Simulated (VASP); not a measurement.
**Al16P: single point with LDA**

Al16P, a slab with vacuum:

```xyz
17
Lattice="8.1000 0.0000 0.0000 0.0000 5.7276 0.0000 0.0000 0.0000 15.2957" Properties=species:S:1:pos:R:3 pbc="T T T"
Al    2.0250    1.4319    1.0000
Al    6.0750    1.4319    1.0000
Al    2.0250    4.2957    1.0000
Al    6.0750    4.2957    1.0000
Al   -0.0271   -0.0477    2.2222
Al    4.0778   -0.0478    2.2224
Al   -0.0493    2.8479    2.1972
Al    4.1006    2.8476    2.1977
Al    2.0266    1.4256    3.7081
Al    6.0765    1.5342    3.6038
Al    2.0265    4.1864    3.6628
Al    6.0763    4.2824    3.7315
Al    0.1267   -0.1120    4.8998
Al    3.9267   -0.1119    4.9007
Al    0.0320    2.8353    4.9540
Al    4.0217    2.8355    4.9546
P     6.0764    6.2156    5.7186
```

```json
{
  "Program": "VASP 6.6.1",
  "Task": "single point",
  "Functional": "LDA",
  "Potentials or basis": "VASP PAW LDA potentials, release 64 (Al, P)",
  "Cutoff": "520 eV",
  "k mesh": "2 × 3 × 1",
  "Occupations": "fermi-dirac, width 0.05 eV",
  "Spin": "no spin polarisation"
}
```

| Quantity | Value |
| --- | --- |
| Largest force | 0.381 eV/Å |

Forces in eV/Å, atoms in the order of the input:
```
Al   0.002 -0.316  0.091
Al   0.002  0.101 -0.225
Al   0.002  0.371 -0.084
Al   0.002 -0.218  0.151
Al   0.002 -0.016  0.003
Al  -0.003 -0.016  0.004
Al   0.009 -0.004  0.002
Al  -0.011 -0.003  0.002
Al   0.001 -0.027  0.025
Al   0.000 -0.009 -0.017
Al   0.001 -0.020  0.007
Al   0.000  0.033  0.006
Al  -0.046 -0.040  0.013
Al   0.039 -0.041  0.009
Al  -0.039 -0.010 -0.002
Al   0.038 -0.010 -0.003
P    0.003  0.224  0.018
```

Levels at points of the mesh, in eV from the Fermi level:
```
           k point  band 24  band 25  band 26  band 27  band 28  band 29  band 30  band 31
(0.00, 0.00, 0.00)    -1.02    -0.51    -0.31    -0.30     0.13     0.83     0.88     1.22
(0.50, 0.00, 0.00)    -0.91    -0.57    -0.39    -0.13     0.44     0.48     0.63     1.03
```

Wall time 2.9 min on 1 thread of Intel(R) Xeon(R) 6975P-C (Granite Rapids) (shared host), peak memory 0.52 GiB.

Caveat: the k points lie up to 0.39 Å⁻¹ apart.
